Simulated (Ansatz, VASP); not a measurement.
**CdS in VASP and in Ansatz**

```
Cd S
1.0
     0.00000    2.96334    2.96334
     2.96334    0.00000    2.96334
     2.96334    2.96334    0.00000
Cd S
1 1
Cartesian
  0.0000 0.0000 0.0000
  4.4450 4.4450 4.4450
```

Alike in both runs: functional PBE; k mesh 8 × 8 × 8; occupations gaussian, width 0.02 eV; no spin polarisation.

Ansatz relaxed the structure, and its values are those at the end. VASP's run is a single point on that final structure, the one shown.

|  | VASP | Ansatz |
| --- | --- | --- |
| version | VASP 6.6.1 | Ansatz 0.2.0 |
| potentials or method | VASP PAW PBE potentials, release 64 (Cd, S), cutoff 500 eV | scalar-relativistic, plane waves, PAW |
| valence electrons in the cell | 18 | 26 |

|  | VASP | Ansatz | Ansatz less VASP |
| --- | --- | --- | --- |
| gap on the k mesh at the Fermi level (eV) | 1.04 | 1.04 | -0.002 |
| least direct gap on the mesh (eV) | 1.04 | 1.04 | -0.002 |
| pressure (GPa) | 0.3 | 0.0 | -0.28 |

The functional is the same, so the differences come from potentials, cutoffs and numerics. VASP's potentials hold 18 valence electrons a cell and Ansatz's 26, so a difference there can come from the potentials and not from the codes.
